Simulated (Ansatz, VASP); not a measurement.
**Hf in VASP and in Ansatz**

```
Hf
1.0
     4.97062    0.00000    0.00000
    -2.48531    4.30468    0.00000
     0.00000    0.00000    5.50432
Hf
4
Direct
  0.66667 0.33333 0.99988
  0.33333 0.66667 0.49988
  0.66667 0.33333 0.50012
  0.33333 0.66667 0.00012
```

Alike in both runs: functional PBEsol; k mesh 6 × 6 × 4; occupations gaussian, width 0.1 eV; no spin polarisation.

Ansatz relaxed the structure, and its values are those at the end. VASP's run is a single point on that final structure, the one shown.

|  | VASP | Ansatz |
| --- | --- | --- |
| version | VASP 6.6.1 | Ansatz 0.2.0 |
| potentials or method | VASP PAW PBE potentials, release 64 (Hf_pv), cutoff 520 eV | scalar-relativistic, plane waves, PAW |
| valence electrons in the cell | 40 | 104 |

Ansatz gave:

| Item | Value |
| --- | --- |
| gap on the k mesh at the Fermi level (eV) | none |
| pressure (GPa) | 0.0 |
| rms of the force components (eV/Å) | 0.011 |

Problem. What did VASP give for the same quantities?

Solution. gap on the k mesh at the Fermi level (eV): none; pressure (GPa): -0.2; rms of the force components (eV/Å): 0.011.

VASP's potentials were made for PBE, not for PBEsol. A gap of «none» marks a metal or a gap that the smearing closes. VASP's potentials hold 40 valence electrons a cell and Ansatz's 104, so a difference there can come from the potentials and not from the codes.

Spin-orbit coupling is off throughout.
